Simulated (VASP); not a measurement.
Wanted: the native input for a VASP 6.6.1 run.

- Task: single point
- Functional: PBEsol
- Potentials or basis: VASP PAW PBE potentials, release 64 (B, N)
- Cutoff: 520 eV
- k mesh: 12 × 12 × 4
- Occupations: gaussian, width 0.05 eV
- Spin: no spin polarisation
- Dipole correction: no
- Further INCAR settings: ALGO = Normal; EDIFF = 1e-06; NBANDS = 16

The structure of BN lies in POSCAR:

```
BN
1.0
    2.5043488457      0.0000000000      0.0000000000
   -1.2521744229      2.1688297203      0.0000000000
    0.0000000000      0.0000000000      7.0190956742
B N
2 2
Direct
    0.3333333333      0.6666666667      0.2500000000
    0.6666666667      0.3333333333      0.7500000000
    0.3064827767      0.7400237515      0.7500000000
    0.6666666667      0.3333333333      0.2500000000
```

This cell differs from its parent crystal: atom 3 (N) moved -0.225 Å along Cartesian [1 -1 0].

These files were run (other wordings do the same):

INCAR

```
SYSTEM = BN
PREC = Accurate
ENCUT = 520
EDIFF = 1E-6
ISMEAR = 0
SIGMA = 0.05
LREAL = .FALSE.
LASPH = .TRUE.
NELM = 60
ALGO = Normal
ISIF = 2
LWAVE = .FALSE.
LCHARG = .FALSE.
GGA = PS
NBANDS = 16
```

KPOINTS

```
regular mesh
0
G
  12 12 4
  0 0 0
```

Potentials or basis: VASP PAW PBE potentials, release 64 (B, N).

Launch:

```sh
$ cat potpaw_PBE.64/B/POTCAR potpaw_PBE.64/N/POTCAR > POTCAR
$ mpirun -np 1 vasp_std > vasp.out
```

Results of the run:

```json
{"Pressure": "7.9 GPa", "Largest force": "7.533 eV/Å", "Band gap on the k mesh": "2.59 eV, indirect (least direct gap 3.58 eV)"}
```

Caveat: the cell differs from its parent crystal (atom 3 (N) moved -0.225 Å along Cartesian [1 -1 0]); the PAW data sets were made with another functional, which shifts forces and pressure a little; this functional lacks dispersion, which binds the layers, so the pressure and a relaxed spacing across them are unreliable.

Run time: 66 s on 1 thread of Intel(R) Xeon(R) 6975P-C (Granite Rapids), on a shared host, peak memory 0.23 GiB.
